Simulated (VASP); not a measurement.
# Si4F in VASP: further runs

Si4F is run at these levels: PBE; tasks: single point.

All numbers are computed with VASP 6.6.1; they aren't measurements. Logs are shortened: lines on timing, memory, paths and dates and some standing lists are left out, and cuts for length are marked.

## (1) The cell of the first run

The cell holds a slab with vacuum, 5 atoms: a = 3.868 Å, b = 3.868 Å, c = 19.437 Å, α = 90.00°, β = 90.00°, γ = 120.00°.

## (2) Single point, PBE, collinear spin, ferromagnetic start

The input, INCAR:

```
SYSTEM = Si4F
PREC = Accurate
ENCUT = 520
EDIFF = 1E-6
ISMEAR = 0
SIGMA = 0.05
LREAL = .False.
LASPH = .True.
NELM = 150
ALGO = Normal
ISIF = 2
LWAVE = .False.
LCHARG = .False.
ISPIN = 2
MAGMOM = 0 0 0 0 1
LORBIT = 11
LDIPOL = .True.
IDIPOL = 3
DIPOL = 0.5 0.5 0.343
GGA = PE
NBANDS = 24
```

The input, KPOINTS:

```
Automatic mesh
0
Gamma
  9 9 1
  0 0 0
```

The input, POSCAR:

```
Si4F
1.0
    3.8675355481      0.0000000000      0.0000000000
   -1.9337677741      3.3493840347      0.0000000000
    0.0000000000      0.0000000000     19.4372968034
Si F
4 1
Direct
    0.3333333333      0.6666666667      0.2057899326
    0.0000000000      0.0000000000      0.2464055283
    0.0000000000      0.0000000000      0.3748662348
    0.6666666666      0.3333333333      0.4083539436
    0.8333333333      0.6666666667      0.4805695767
```

Potentials or basis: VASP PAW PBE potentials, release 64 (Si, F).

Run with:

```sh
cat potpaw_PBE.64/Si/POTCAR potpaw_PBE.64/F/POTCAR > POTCAR
mpirun -np 1 vasp_std > vasp.out
```

OUTCAR:

```text
SYSTEM = Si4F
   PREC = Accurate
   ENCUT = 520
   EDIFF = 1E-6
   ISMEAR = 0
   LREAL = .False.
   LASPH = .True.
   NELM = 150
   ISIF = 2
   ISPIN = 2
   LORBIT = 11
   GGA = PE

 ion  position               nearest neighbor table
   1  0.333  0.667  0.206-   2 2.37   2 2.37   2 2.37
   2  0.000  0.000  0.246-   1 2.37   1 2.37   1 2.37   3 2.50
   3  0.000  0.000  0.375-   4 2.33   4 2.33   4 2.33   5 2.34   2 2.50
   4  0.667  0.333  0.408-   5 1.79   3 2.33   3 2.33   3 2.33
   5  0.833  0.667  0.481-   4 1.79   3 2.34

  LATTYP: Found a hexagonal cell.
 ALAT       =     3.8675355481
 C/A-ratio  =     5.0257577627

  Lattice vectors:

 A1 = (   3.8675355481,   0.0000000000,   0.0000000000)
 A2 = (  -1.9337677741,   3.3493840347,   0.0000000000)
 A3 = (   0.0000000000,   0.0000000000,  19.4372968034)

Analysis of symmetry for initial positions (statically):
=====================================================================
 Subroutine PRICEL returns:
 Original cell was already a primitive cell.

 Routine SETGRP: Setting up the symmetry group for a
 hexagonal supercell.

 Subroutine GETGRP returns: Found  2 space group operations
 (whereof  2 operations were pure point group operations)
 out of a pool of 24 trial point group operations.

The static configuration has the point symmetry C_1h.

Analysis of symmetry for dynamics (positions and initial velocities):
=====================================================================
 Subroutine PRICEL returns:
 Original cell was already a primitive cell.

 Routine SETGRP: Setting up the symmetry group for a
 hexagonal supercell.

 Subroutine GETGRP returns: Found  2 space group operations
 (whereof  2 operations were pure point group operations)
 out of a pool of 24 trial point group operations.

The dynamic configuration has the point symmetry C_1h.

Analysis of structural, dynamic, and magnetic symmetry:
=====================================================================
 Subroutine PRICEL returns:
 Original cell was already a primitive cell.

 Routine SETGRP: Setting up the symmetry group for a
 hexagonal supercell.

 Subroutine GETGRP returns: Found  2 space group operations
 (whereof  2 operations were pure point group operations)
 out of a pool of 24 trial point group operations.

The overall configuration has the point symmetry C_1h.

 Subroutine INISYM returns: Found  2 space group operations
 (whereof  2 operations are pure point group operations),
 and found     1 'primitive' translations

----------------------------------------------------------------------------------------

                                     Primitive cell

  volume of cell :     251.7881

  direct lattice vectors                    reciprocal lattice vectors
     3.867535548  0.000000000  0.000000000     0.258562588  0.149281180  0.000000000
    -1.933767774  3.349384035  0.000000000     0.000000000  0.298562359  0.000000000
     0.000000000  0.000000000 19.437296803     0.000000000  0.000000000  0.051447483

  length of vectors
     3.867535548  3.867535548 19.437296803     0.298562359  0.298562359  0.051447483

  position of ions in fractional coordinates (direct lattice)
     0.333333333  0.666666667  0.205789933
     0.000000000  0.000000000  0.246405528
     0.000000000  0.000000000  0.374866235
     0.666666667  0.333333333  0.408353944
     0.833333333  0.666666667  0.480569577

  ion indices of the primitive-cell ions
   primitive index   ion index
                 1           1
                 2           2
                 3           3
                 4           4
                 5           5

----------------------------------------------------------------------------------------

 KPOINTS: Automatic mesh

Automatic generation of k-mesh.
 Grid dimensions read from file:
 generate k-points for:    9    9    1

 Generating k-lattice:

  Cartesian coordinates                     Fractional coordinates (reciprocal lattice)
     0.028729176  0.016586798  0.000000000     0.111111111  0.000000000  0.000000000
     0.000000000  0.033173595  0.000000000     0.000000000  0.111111111  0.000000000
     0.000000000  0.000000000  0.051447483     0.000000000  0.000000000  1.000000000

  Length of vectors
     0.033173595  0.033173595  0.051447483
[... 39 lines left out ...]
   dimension x,y,z NGXF=    60 NGYF=   60 NGZF=  300
   ions per type =               4   1
   NGX,Y,Z   is equivalent  to a cutoff of  12.90, 12.90, 12.83 a.u.
   NGXF,Y,Z  is equivalent  to a cutoff of  25.79, 25.79, 25.66 a.u.
 SYSTEM =  Si4F
   PREC   = accura    normal or accurate (medium, high low for compatibility)
   ISTART =      0    job   : 0-new  1-cont  2-samecut
   ICHARG =      2    charge: 1-file 2-atom 10-const
   ISPIN  =      2    spin polarized calculation?
   LNONCOLLINEAR =      F non collinear calculations
   LSORBIT =      F    spin-orbit coupling
   LASPH  =      T    aspherical Exc in radial PAW
   ENCUT  =  520.0 eV  38.22 Ry    6.18 a.u.   7.19  7.19 36.14*2*pi/ulx,y,z
   NELM   =    150;   NELMIN=  2; NELMDL= -5     # of ELM steps
   EDIFF  = 0.1E-05   stopping-criterion for ELM
   LREAL  =      F    real-space projection
   EDIFFG = 0.1E-04   stopping-criterion for IOM
   NSW    =      0    number of steps for IOM
   IBRION =     -1    ionic relax: 0-MD 1-quasi-New 2-CG
   NFREE  =      0    steps in history (QN), initial steepest desc. (CG)
   ISIF   =      2    stress and relaxation
   ISYM   =      2    0-nonsym 1-usesym 2-fastsym
   POTIM  = 0.5000    time-step for ionic-motion
   TEBEG  =    0.0;   TEEND  =   0.0 temperature during run
   PSTRESS=    0.0 pullay stress
   NELECT =      23.0000    total number of electrons
   NUPDOWN=      -1.0000    fix difference up-down
   EMIN   =  10.00;   EMAX   =-10.00  energy-range for DOS
   EFERMI =   0.00;   METHOD = LEGACY
   ISMEAR =     0;   SIGMA  =   0.05  broadening in eV -4-tet -1-fermi 0-gaus
   EFERMI_NEDOS =   21; number of points for ismear=-14 and -15
   IALGO  =     38    algorithm
   IMIX   =      4    mixing-type and parameters
     AMIX     =   0.40;   BMIX     =  1.00
     AMIX_MAG =   1.60;   BMIX_MAG =  1.00
  volume/ion in A,a.u.               =      50.36       339.83
  Fermi-wavevector in a.u.,A,eV,Ry     =   0.737291  1.393278  7.396105  0.543598
  Thomas-Fermi vector in A             =   1.830937
   LORBIT       =     11    0 simple, 1 ext, 2 COOP (PROOUT), +10 PAW based schemes
   GGA     = PE    functional components
   LHFCALC =     F    Hartree Fock is set to
   AEXX    =    0.0000 exact exchange contribution
   IVDW    =     0    specifies the selected vdW correction
   LEPSILON=     F    determine dielectric tensor
   LRPA    =     F    only Hartree local field effects (RPA)
 spin polarized calculation
 Gauss-broadening in eV      SIGMA  =   0.05
  energy-cutoff  :      520.00
  volume of cell :      251.79
 maximum number of plane-waves:      6807
 NGX is ok and might be reduce to    30
   NGX = 15   NGY = 15   NGZ = 73

 dipolmoment           0.000000      0.000000     -0.030005 electrons x Angstroem

 number of electron      22.9999995 magnetization       0.8567522

 dipolmoment           0.000000      0.000000      0.073410 electrons x Angstroem

 Free energy of the ion-electron system (eV)
  ---------------------------------------------------
  ext. energy  EPLUGINS =         0.00000000
  ---------------------------------------------------
  free energy    TOTEN  =       -24.67549771 eV

  energy without entropy =      -24.67283318  energy(sigma->0) =      -24.67416544

 E-fermi :  -1.4140     XC(G=0):  -4.0511

 val. band max:       -1.4449049479   @ k =   0.0000   0.1111   0.0000
 cond. band min:      -1.4091236215   @ k =  -0.2222   0.1111   0.0000
 fundamental gap:      0.0357813264
 Fermi energy:        -1.4140365770

 spin component 1

 k-point     1 :       0.0000    0.0000    0.0000
  band No.  band energies     occupation
      1     -25.8863      1.00000
      2     -12.9316      1.00000
      3     -11.7981      1.00000
      4      -8.3389      1.00000
      5      -7.1316      1.00000
      6      -6.6114      1.00000
[... 613 lines left out ...]
     22       6.2760      0.00000
     23       6.5135      0.00000

 [... further k-points ...]

 spin component 2

 k-point     1 :       0.0000    0.0000    0.0000
  band No.  band energies     occupation
      1     -25.8426      1.00000
      2     -12.8088      1.00000
      3     -11.6296      1.00000
      4      -8.2669      1.00000
      5      -7.0570      1.00000
      6      -6.5848      1.00000
[... 613 lines left out ...]
     22       6.4694      0.00000
     23       6.7542      0.00000

 [... further k-points ...]

 [bands above 23 left out]

------------------------ aborting loop because EDIFF is reached ----------------------------------------

 vacuum level on the upper side and lower side of the slab       (xc-potential included)         0.498        -0.485

  FORCE on cell =-STRESS in cart. coord.  units (eV):
  Direction    XX          YY          ZZ          XY          YZ          ZX
  --------------------------------------------------------------------------------------
  -------------------------------------------------------------------------------------
  Total        0.2277604     -0.8224452     -0.8660260      0.0000000     -3.2325639      0.0000000
  in kB        1.4492847     -5.2333821     -5.5106950      0.0000000    -20.5694453      0.0000000
  external PRESSURE =      -3.0982641 kB  Pullay stress =       0.0000000 kB

 VOLUME and BASIS-vectors are now :
 -----------------------------------------------------------------------------
  energy-cutoff  :      520.00
  volume of cell :      251.79
      direct lattice vectors                 reciprocal lattice vectors
     3.867535548  0.000000000  0.000000000     0.258562588  0.149281180  0.000000000
    -1.933767774  3.349384035  0.000000000     0.000000000  0.298562359  0.000000000
     0.000000000  0.000000000 19.437296803     0.000000000  0.000000000  0.051447483

 POSITION                                       TOTAL-FORCE (eV/Angst)
 -----------------------------------------------------------------------------------
     -0.00000      2.23292      4.00000        -0.000000      0.016511      0.500839
      0.00000      0.00000      4.78946        -0.000000      0.254860     -0.108357
      0.00000      0.00000      7.28639         0.000000     -0.003349     -1.091886
      1.93377      1.11646      7.93730        -0.000000      1.418938      0.622464
      1.93377      2.23292      9.34097         0.000000     -1.686960      0.076940
 -----------------------------------------------------------------------------------
    total drift:                                0.000001     -0.000057      0.000105

  FREE ENERGIE OF THE ION-ELECTRON SYSTEM (eV)
  ---------------------------------------------------
  free  energy   TOTEN  =       -24.6754977088 eV

  energy  without entropy=      -24.6728331806  energy(sigma->0) =      -24.67416544

 vacuum level on the upper side and lower side of the slab         4.304         3.162

 total charge

# of ion       s       p       d       tot
------------------------------------------
    1        0.795   0.840   0.000   1.635
    2        0.763   0.886   0.000   1.649
    3        0.772   0.895   0.000   1.667
    4        0.758   0.848   0.000   1.606
    5        1.751   4.311   0.000   6.062
--------------------------------------------------
tot          4.838   7.780   0.000  12.618

 magnetization (x)

# of ion       s       p       d       tot
------------------------------------------
    1        0.032   0.162   0.000   0.194
    2        0.001   0.012   0.000   0.014
    3        0.006   0.039   0.000   0.045
    4        0.009   0.022   0.000   0.030
    5        0.002   0.020   0.000   0.021
--------------------------------------------------
tot          0.050   0.255   0.000   0.305
```

Run time: 11 min. Hardware: 1 thread of Oxide Virtual Turin-like, shared host; peak memory 0.55 GiB.

Results:

- Free energy: -24.6755 eV
- Largest force: 1.689 eV/Å
- Net moment: 0.86 μB per cell
- Site moments: Si +0.19, +0.01, +0.04, +0.03; F +0.02 μB
- Valence electrons inside the program's atomic spheres: Si 1.64, 1.65, 1.67, 1.61; F 6.06

Forces on the atoms (eV/Å):
```
Si   0.000  0.017  0.501
Si   0.000  0.255 -0.108
Si   0.000 -0.003 -1.092
Si   0.000  1.419  0.622
F    0.000 -1.687  0.077
```

[end of part 1 of 2]
